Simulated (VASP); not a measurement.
Set up this calculation in VASP 6.6.1, as the native input.

```
Task                   : single point
Functional             : PBE
Potentials or basis    : VASP PAW PBE potentials, release 64 (Mo_sv, S)
Cutoff                 : 520 eV
k mesh                 : 12 × 12 × 12
Occupations            : gaussian, width 0.1 eV
Spin                   : no spin polarisation
Hubbard terms          : Mo d U = 4.38 eV
Dipole correction      : no
Further INCAR settings : ALGO = Normal; EDIFF = 1e-07; NBANDS = 17
```

The structure of MoS lies in POSCAR:

```
MoS
1.0
    0.0000000000      2.8940243390      2.8940243390
    2.8940243390      0.0000000000      2.8940243390
    2.8940243390      2.8940243390      0.0000000000
Mo S
1 1
Direct
    0.0000000000      0.0000000000      0.0000000000
    0.2500000000      0.2500000000      0.2500000000
```

The input as run:

INCAR

```
SYSTEM = MoS
PREC = Accurate
ENCUT = 520
EDIFF = 1E-7
ISMEAR = 0
SIGMA = 0.1
LREAL = .FALSE.
LASPH = .TRUE.
NELM = 150
ALGO = Normal
ISIF = 2
LWAVE = .FALSE.
LCHARG = .FALSE.
LMAXMIX = 4
LDAU = .TRUE.
LDAUTYPE = 2
LDAUL = 2 -1
LDAUU = 4.38 0
LDAUJ = 0 0
LDAUPRINT = 1
GGA = PE
NBANDS = 17
```

KPOINTS

```
Automatic mesh
0
G
  12 12 12
  0 0 0
```

Potentials or basis: VASP PAW PBE potentials, release 64 (Mo_sv, S).

Launch:

```console
$ cat potpaw_PBE.64/Mo_sv/POTCAR potpaw_PBE.64/S/POTCAR > POTCAR
$ mpirun -np 1 vasp_std > vasp.out
```

It gave:

| Item | Value |
| --- | --- |
| Pressure | -7.3 GPa |
| Band gap on the k mesh | zero (band 10 reaches 5.09 eV, above the bottom of band 11 at 5.07 eV) |

Caveat: U without spin polarisation on a metal has little footing.

Run time: 28 s on 1 thread of Intel(R) Xeon(R) 6975P-C (Granite Rapids), on a shared host, peak memory 0.2 GiB.
